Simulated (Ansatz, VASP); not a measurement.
# One calculation of Ni, two programs

```
Ni
1.0
    -1.38264    1.38264    1.38264
     1.38264   -1.38264    1.38264
     1.38264    1.38264   -1.38264
Ni
1
Direct
  0.00000 0.00000 0.00000
```

Alike in both runs: task single point; functional r2SCAN; k mesh 20 × 20 × 20; occupations gaussian, width 0.05 eV; no spin polarisation.

|  | VASP | Ansatz |
| --- | --- | --- |
| version | VASP 6.6.1 | Ansatz 0.2.0 |
| potentials or method | VASP PAW PBE potentials, release 64 (Ni), cutoff 520 eV | scalar-relativistic, plane waves, PAW |
| valence electrons in the cell | 10 | 18 |

Ansatz gave:

| Property | Result |
| --- | --- |
| gap on the k mesh at the Fermi level (eV) | none |
| pressure (GPa) | -3.0 |

Question: Estimate VASP's values.

Answer: gap on the k mesh at the Fermi level (eV): none; pressure (GPa): -2.4.

VASP's potentials were made for PBE, not for r2SCAN. A gap of «none» marks a metal or a gap that the smearing closes. VASP's potentials hold 10 valence electrons a cell and Ansatz's 18, so a difference there can come from the potentials and not from the codes.
